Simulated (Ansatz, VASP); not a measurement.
One calculation of MgC2, two programs

Contents of INCAR:

```
SYSTEM = MgC2
PREC = Accurate
ENCUT = 520
EDIFF = 1E-6
ISMEAR = 0
SIGMA = 0.01
LREAL = .FALSE.
LASPH = .TRUE.
NELM = 80
ALGO = Normal
ISIF = 2
LWAVE = .FALSE.
LCHARG = .FALSE.
GGA = CA
NBANDS = 19
```

File KPOINTS:

```
regular mesh
0
G
  3 3 2
  0 0 0
```

POSCAR

```
MgC2
1.0
    3.9507770000      0.0000000000      0.0000000000
    0.0000000000      3.9507770000      0.0000000000
    0.0000000000      0.0000000000      4.9870890000
Mg C
2 4
Direct
    0.5000000000      0.5000000000      0.0000000000
    0.0000000000      0.0000000000      0.5000000000
    0.8876550000      0.8876550000      0.0000000000
    0.6123450000      0.3876550000      0.5000000000
    0.1123450000      0.1123450000      0.0000000000
    0.3876550000      0.6123450000      0.5000000000
```

Input for Ansatz:

```yaml
crystal:
  lattice:
    - [3.950777, 0.0, 0.0]
    - [0.0, 3.950777, 0.0]
    - [0.0, 0.0, 4.987089]
  atoms:
    - { symbol: Mg, position: [0.5, 0.5, 0.0] }
    - { symbol: Mg, position: [0.0, 0.0, 0.5] }
    - { symbol: C, position: [0.887655, 0.887655, 0.0] }
    - { symbol: C, position: [0.612345, 0.387655, 0.5] }
    - { symbol: C, position: [0.112345, 0.112345, 0.0] }
    - { symbol: C, position: [0.387655, 0.612345, 0.5] }
accuracy: low
kpoints:
  mp_grid:
    grid: [3, 3, 2]
  band_path:
    path:
      - [0.0, 0.0, 0.0]
      - [0.0, 0.5, 0.0]
      - [0.5, 0.5, 0.0]
      - [0.0, 0.0, 0.0]
      - [0.0, 0.0, 0.5]
      - [0.0, 0.5, 0.5]
      - [0.5, 0.5, 0.5]
    npoints: 6
hamiltonian:
  xc: lda
scf:
  n_extra_bands: 8
  convergence:
    dr2_threshold: 1.0e-08
  mixing:
    algorithm: anderson
    beta: 0.2
  occupations:
    method: fixed
output:
  forces: true
```

Alike in both runs: task single point; functional LDA; k mesh 3 × 3 × 2; no spin polarisation.

```csv
,VASP,Ansatz
version,VASP 6.6.1,Ansatz 0.2.0
potentials or method,"VASP PAW LDA potentials, release 64 (Mg, C)","plane waves, PAW"
plane-wave cutoff (eV),520,420
occupations,"gaussian, width 0.01 eV",fixed
valence electrons in the cell,20,36
```

```tsv
	VASP	Ansatz	Ansatz less VASP
gap on the k mesh at the Fermi level (eV)	2.51	2.52	+0.009
rms of the force components (eV/Å)	0.193	0.249	+0.0555
```

LDA's correlation is that of Perdew and Zunger in VASP and of Perdew and Wang (1992) in Ansatz. Atom by atom the forces differ by 0.055 eV/Å (rms over components). VASP's potentials hold 20 valence electrons a cell and Ansatz's 36, so a difference there can come from the potentials and not from the codes.

The k mesh is coarse, so the values compare programs but aren't converged.
